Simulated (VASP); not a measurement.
Write the native input for VASP 6.6.1 that does the following.

```yaml
Task: single point
Functional: LDA
Potentials_or_basis: VASP PAW LDA potentials, release 64 (Sn_d, Te)
Cutoff: 500 eV
k_mesh: 4 × 4 × 4
Occupations: gaussian, width 0.01 eV
Spin: no spin polarisation
Dipole_correction: no
Further_INCAR_settings: ALGO = Normal; EDIFF = 1e-06; NBANDS = 17
```

The structure of SnTe lies in POSCAR:

```
SnTe
1.0
    0.0000000000      3.6111500000      3.6111500000
    3.6111500000      0.0000000000      3.6111500000
    3.6111500000      3.6111500000      0.0000000000
Sn Te
1 1
Direct
    0.9916476998      0.9925623002      0.9838876998
    0.7376400000      0.7609500000      0.7361200000
```

These files were run (other wordings do the same):

INCAR

```
SYSTEM = SnTe
PREC     = Accurate       ! precision mode
ENCUT    = 500            ! plane-wave cutoff, eV
EDIFF    = 1E-6           ! SCF threshold, eV
ISMEAR   = 0              ! smearing method
SIGMA    = 0.01           ! smearing width, eV
LREAL    = .FALSE.        ! projectors in reciprocal space
LASPH    = .TRUE.         ! aspherical terms in the spheres
NELM     = 120            ! most SCF steps
ALGO     = Normal         ! electronic algorithm
ISIF     = 2              ! what is computed and relaxed
LWAVE    = .FALSE.        ! write WAVECAR
LCHARG   = .FALSE.        ! write CHGCAR
NBANDS   = 17             ! bands
GGA_COMPAT= .FALSE.
```

KPOINTS

```
Automatic mesh
0
G
  4 4 4
  0 0 0
```

Potentials or basis: VASP PAW LDA potentials, release 64 (Sn_d, Te).

Command:

```sh
$ cat potpaw_LDA.64/Sn_d/POTCAR potpaw_LDA.64/Te/POTCAR > POTCAR
$ mpirun -np 1 vasp_std > vasp.out
```

Results of the run:

| Property | Result |
| --- | --- |
| Pressure | -2.3 GPa |
| Largest force | 0.201 eV/Å |

Caveat: the k points lie up to 0.38 Å⁻¹ apart.

Run time: 31 s on 1 thread of Intel(R) Xeon(R) Platinum 8488C (Sapphire Rapids), on a shared host, peak memory 0.23 GiB.
